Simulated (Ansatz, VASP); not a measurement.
**One calculation of Ga, two programs**

```
Ga
1.0
     2.27029   -3.84771    0.00000
     2.27029    3.84771    0.00000
     0.00000    0.00000    4.54661
Ga
4
Direct
  0.15250 0.84750 0.07850
  0.65250 0.34750 0.42150
  0.84750 0.15250 0.92150
  0.34750 0.65250 0.57850
```

Change from the starting cell: volume scaled by 1.02, crystal datasets.

Alike in both runs: task electric field gradients; functional PBE; k mesh 9 × 9 × 8; occupations fermi-dirac, width 0.05 eV; no spin polarisation.

|  | VASP | Ansatz |
| --- | --- | --- |
| version | VASP 6.6.1 | Ansatz 0.2.0 |
| potentials or method | VASP PAW PBE potentials, release 64 (Ga_d), cutoff 520 eV | all-electron PAW with datasets made for the crystal, scalar-relativistic |

|  | VASP | Ansatz | Ansatz less VASP |
| --- | --- | --- | --- |
| pressure (GPa) | 1.3 | 1.2 | -0.12 |
| traceless stress, the component that is largest in VASP (GPa) | 1.42 | 1.39 | -0.033 |
| rms of the force components (eV/Å) | 0.245 | 0.245 | -0.0004 |
| size of Vzz on the site where it differs most (V/Å²) | 50.5 | 53.4 | +2.87 |

Atom by atom the forces differ by 0.000 eV/Å (rms over components). Ansatz ran all-electron here, and VASP with PAW potentials.
